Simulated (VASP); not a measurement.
# H4C2O3 in VASP: further runs, part 2 of 2

VASP 6.6.1. The steps go on from the part before.

**5. Single point, LDA**

This run uses another cell than the first one, of 10.41 Å³/atom, 0.905 times its volume.

The input, INCAR:

```
SYSTEM = H4C2O3
PREC = Accurate
ENCUT = 520
EDIFF = 1E-7
ISMEAR = -1
SIGMA = 0.02
LREAL = Auto
LASPH = .True.
NELM = 60
ALGO = Normal
ISIF = 2
LWAVE = .False.
LCHARG = .True.
LELF = .True.
LVHAR = .True.
NBANDS = 64
```

The input, KPOINTS:

```
Automatic mesh
0
Gamma
  1 1 1
  0 0 0
```

The input, POSCAR:

```
H4C2O3
1.0
    6.5510660000      0.0000000000      0.0000000000
    0.0000000000      6.5510660000      0.0000000000
    0.0000000000      0.0000000000      6.5510660000
O C H
9 6 12
Direct
    0.2893116937      0.9366261918      0.9515550599
    0.8915648232      0.0676683764      0.8323378211
    0.6283404869      1.1565445990      0.2611330736
    0.3344035917      0.3023477400      1.0508671413
    0.5887133483      0.2853276093      0.8434352516
    0.9026775184      0.8760711615      0.1493650041
    1.0349308036      0.6291342508     -0.0588453849
    0.4768842201      0.4455610736      0.4295331477
    0.7793388130      0.5663811050      0.5281888474
    0.4222366253      0.8149971318      0.9211020008
    0.8852910351      0.2509057305      0.8749568391
    0.5850192930      1.0180785845      0.3661541496
    0.5081005137      0.3596819205      1.0010737184
    0.9617824030      0.6857051967      0.1062422513
    0.6038559221      0.5473460350      0.5498189150
    0.5782417701      0.8629740564      0.9119126567
    0.3642765925      0.6558627252      0.9013952844
    0.8681335221      0.3214591335      1.0359993320
    0.9151640359      0.3684591180      0.7613570066
    0.6228909921      0.8656453774      0.3306942717
    0.5331956662      1.0452955290      0.5209075897
    0.2850681095      0.1658508707      1.0022490996
    0.5874616436      0.4751440453      1.0972870675
    0.9060204858      0.9834887940     -0.0062585234
    0.9551269977      0.5558942621      0.2356715686
    0.5532229411      0.3243441602      0.3758166991
    0.5067114268      0.6457727643      0.6411170335
```

Potentials or basis: VASP PAW LDA potentials, release 64 (O, C, H).

On the command line:

```bash
> cat potpaw_LDA.64/O/POTCAR potpaw_LDA.64/C/POTCAR potpaw_LDA.64/H/POTCAR > POTCAR
> mpirun -np 1 vasp_gam > vasp.out
```

OUTCAR:

```text
SYSTEM = H4C2O3
   PREC = Accurate
   ENCUT = 520
   EDIFF = 1E-7
   ISMEAR = -1
   LREAL = Auto
   LASPH = .True.
   NELM = 60
   ISIF = 2

 ion  position               nearest neighbor table
   1  0.289  0.937  0.952-  10 1.20
   2  0.892  0.068  0.832-  24 1.20  11 1.23
   3  0.628  0.157  0.261-  12 1.17  26 1.42
   4  0.334  0.302  0.051-  22 1.00  13 1.24
   5  0.589  0.285  0.843-  13 1.26  11 1.97
   6  0.903  0.876  0.149-  24 1.24  14 1.34
   7  0.035  0.629  0.941-  14 1.24
   8  0.477  0.446  0.430-  26 1.00  15 1.33
   9  0.779  0.566  0.528-  15 1.16
[... 302 lines left out ...]
  Total       13.0679613     10.2483983      4.6132630     -1.0646557     -0.6201323     -4.1739642
  in kB       74.4701962     58.4023944     26.2895328     -6.0671376     -3.5339385    -23.7861078
  external PRESSURE =      53.0540411 kB  Pullay stress =       0.0000000 kB

 VOLUME and BASIS-vectors are now :
 -----------------------------------------------------------------------------
  energy-cutoff  :      520.00
  volume of cell :      281.15
      direct lattice vectors                 reciprocal lattice vectors
     6.551066000  0.000000000  0.000000000     0.152646913  0.000000000  0.000000000
     0.000000000  6.551066000  0.000000000     0.000000000  0.152646913  0.000000000
     0.000000000  0.000000000  6.551066000     0.000000000  0.000000000  0.152646913

 POSITION                                       TOTAL-FORCE (eV/Angst)
 -----------------------------------------------------------------------------------
      1.89530      6.13590      6.23370        -1.223954      1.677640      0.672320
      5.84070      0.44330      5.45270         0.924194     -1.084264      0.625274
      4.11630      1.02553      1.71070         1.163312      2.217247     -2.342227
      2.19070      1.98070      0.33323        -2.849068      1.124733      2.053441
      3.85670      1.86920      5.52540         0.359521      0.815346      0.503887
      5.91350      5.73920      0.97850         0.460081     -1.889967     -0.459613
[... 19 lines left out ...]
      3.62420      2.12480      2.46200         0.269709     -0.154154     -1.032774
      3.31950      4.23050      4.20000        -0.327001      0.681255      1.145180
 -----------------------------------------------------------------------------------
    total drift:                                0.008452     -0.008162      0.011129

  FREE ENERGIE OF THE ION-ELECTRON SYSTEM (eV)
  ---------------------------------------------------
  free  energy   TOTEN  =      -166.5422371748 eV

  energy  without entropy=     -166.5422371748  energy(sigma->0) =     -166.54223717
```

OSZICAR:

```text
N       E                     dE             d eps       ncg     rms          rms(c)
DAV:   1     0.720499496196E+03    0.72050E+03   -0.50884E+04   128   0.132E+03
DAV:   2    -0.109727348760E+03   -0.83023E+03   -0.80226E+03   160   0.321E+02
DAV:   3    -0.177837636550E+03   -0.68110E+02   -0.67306E+02   152   0.979E+01
[... 11 lines left out ...]
DAV:  15    -0.166542230307E+03   -0.20454E-04   -0.16932E-05   152   0.224E-02    0.564E-03
DAV:  16    -0.166542235800E+03   -0.54934E-05   -0.42500E-06   160   0.892E-03    0.271E-03
DAV:  17    -0.166542236897E+03   -0.10961E-05   -0.78130E-07   144   0.394E-03    0.145E-03
DAV:  18    -0.166542237135E+03   -0.23850E-06   -0.14286E-07   112   0.211E-03    0.469E-04
DAV:  19    -0.166542237175E+03   -0.39797E-07   -0.53747E-08    96   0.105E-03
   1 F= -.16654224E+03 E0= -.16654224E+03  d E =-.280589E-12
```

It took 70 s on 1 thread of Intel Xeon 8259CL, shared host; peak memory 0.25 GiB.

Results:

```yaml
Free_energy: -166.5422 eV
Pressure: 5.3 GPa
Largest_force: 4.520 eV/Å
Band_gap_on_the_k_mesh: 2.08 eV
```

Forces on the atoms (eV/Å):
```
O   -1.224  1.678  0.672
O    0.924 -1.084  0.625
O    1.163  2.217 -2.342
O   -2.849  1.125  2.053
O    0.360  0.815  0.504
O    0.460 -1.890 -0.460
O   -0.558  0.408  0.651
O   -0.474  0.211  1.139
O    4.496 -0.129  0.038
C   -0.814 -1.173 -0.246
C   -1.379  2.401  0.508
C   -0.148 -2.083  2.800
C    1.698 -0.280 -2.435
C    0.562 -0.029  0.085
C   -4.350  0.642 -1.048
H    1.644  0.103 -0.063
H    0.302 -0.284  0.032
H    0.739 -1.061 -0.808
H    0.333  0.214 -0.425
H    0.204 -1.861 -0.965
H   -0.723  0.224  1.110
H    0.493 -0.989 -0.884
H   -0.222 -0.136 -0.052
H   -0.203 -1.341  0.192
H   -0.378  1.777 -0.793
H    0.270 -0.154 -1.033
H   -0.327  0.681  1.145
```

Levels at points of the mesh, in eV from the valence-band top:
```tsv
k point	band 43	band 44	band 45	band 46	band 47	band 48
(0.00, 0.00, 0.00)	-1.17	-0.73	0.00	2.08	2.37	3.54
```

Caveat: the k points lie up to 0.96 Å⁻¹ apart.

**6. Summary**

| cell | gap on the mesh (eV) | pressure (GPa) | largest force (eV/Å) |
| --- | --- | --- | --- |
| a = 6.773 Å, 27 atoms | 2.21 | 2.8 | 4.48 |
| a = 6.224 Å, 27 atoms | 2.06 | 6.4 | 4.66 |
| a = 6.264 Å, 27 atoms | 2.02 | 6.3 | 3.96 |
| a = 6.551 Å, 27 atoms | 2.08 | 5.3 | 4.52 |

Alike in all rows: task single point; level LDA; potentials or basis VASP PAW LDA potentials, release 64 (O, C, H); no spin polarisation; k mesh 1 × 1 × 1; cutoff (eV) 520; smearing fermi-dirac 0.02 eV.

Caveats: all runs use coarse meshes.

Total energies depend on the potentials used, so only differences within one code and one set of settings carry meaning.
